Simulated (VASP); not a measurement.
Input of a VASP 6.6.1 run:

INCAR

```
PREC = Accurate
ENCUT = 520
EDIFF = 1E-6
ISMEAR = -1
SIGMA = 0.02
LREAL = Auto
LASPH = T
NELM = 80
ALGO = Normal
ISIF = 2
LWAVE = F
LCHARG = T
GGA = PE
LELF = T
LVHAR = T
NELECT = 74.0
NBANDS = 52
```

File KPOINTS:

```
Automatic mesh
0
Gamma
  2 2 2
```

File POSCAR:

```
CuSi16
1.0
    0.0000000000      5.4300000000      5.4300000000
    5.4300000000      0.0000000000      5.4300000000
    5.4300000000      5.4300000000      0.0000000000
Si Cu
16 1
Direct
    0.0039857274      0.0101137201     -0.0040361878
    0.1194272560      0.1517388582      0.1155930018
   -0.0021892265      0.0057291897      0.5038352670
    0.1350619705      0.1212890424      0.6223220074
   -0.0143324125      0.5214780847      0.0179738490
    0.1344596685      0.6294384899      0.1300139963
    0.0038151013      0.4953674033      0.5097259669
    0.1205633517      0.6159491713      0.6490243094
    0.4967525783      0.0094825967     -0.0047888582
    0.6311547882      0.1215673112      0.1217702578
    0.5067713628     -0.0049225599      0.4950569982
    0.6265729282      0.1205023941      0.6213581952
    0.5078782689      0.4956257827     -0.0042802947
    0.6171783610      0.6277431860      0.1280930939
    0.4978338858      0.4947826888      0.5088786372
    0.6310029466      0.6214959484      0.6220401473
    0.2287657459      0.7796543278      0.2772403315
```

Potentials or basis: VASP PAW PBE potentials, release 64 (Si, Cu).

Launch:

```sh
$ cat potpaw_PBE.64/Si/POTCAR potpaw_PBE.64/Cu/POTCAR > POTCAR
$ mpirun -np 1 vasp_std > vasp.out
```

(1) What does it give for the largest force?

## Answers

(1) 0.131 eV/Å.

Caveat: the k points lie up to 0.50 Å⁻¹ apart; the cell carries a net charge on a neutralising background, which shifts energy and pressure.
